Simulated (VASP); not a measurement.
**AlNi: single point with PBEsol**

AlNi:

```xyz
2
Lattice="2.9189 0.0000 0.0000 0.0000 2.9189 0.0000 0.0000 0.0000 2.9189" Properties=species:S:1:pos:R:3 pbc="T T T"
Al    0.0000    0.0000    0.0000
Ni    1.4595    1.4595    1.4595
```

This cell differs from its parent crystal: volume scaled by 1.04.

| Property | Result |
| --- | --- |
| Program | VASP 6.6.1 |
| Task | single point |
| Functional | PBEsol |
| Potentials or basis | VASP PAW PBE potentials, release 64 (Al, Ni) |
| Cutoff | 520 eV |
| k mesh | 13 × 13 × 13 |
| Occupations | fermi-dirac, width 0.05 eV |
| Spin | collinear spin, ferromagnetic start |
| Starting moments | [0.0, 1.5] μB |
| Dipole correction | no |
| Further INCAR settings | ALGO = Normal; EDIFF = 1e-06; NBANDS = 18 |

```yaml
Pressure: -8.9 GPa
Net_moment: 0.00 μB per cell
Valence_electrons_inside_the_program's_atomic_spheres: Al 0.78; Ni 9.41
```

Levels at points of the mesh, in eV from the Fermi level:
Spin up:
```csv
k point,band 3,band 4,band 5,band 6,band 7,band 8,band 9,band 10
"(0.00, 0.00, 0.00)",-3.04,-1.45,-1.45,-1.45,5.35,5.35,5.35,8.04
```
Spin down:
| k point | band 3 | band 4 | band 5 | band 6 | band 7 | band 8 | band 9 | band 10 |
| --- | --- | --- | --- | --- | --- | --- | --- | --- |
| (0.00, 0.00, 0.00) | -3.04 | -1.45 | -1.45 | -1.45 | 5.35 | 5.35 | 5.35 | 8.04 |

Run time: 27 s on 1 thread of Intel(R) Xeon(R) Platinum 8559C (Emerald Rapids), on a shared host, peak memory 0.19 GiB.

Caveat: the starting moments collapsed, and a magnetic state may lie lower; the PAW data sets were made with another functional, which shifts forces and pressure a little.
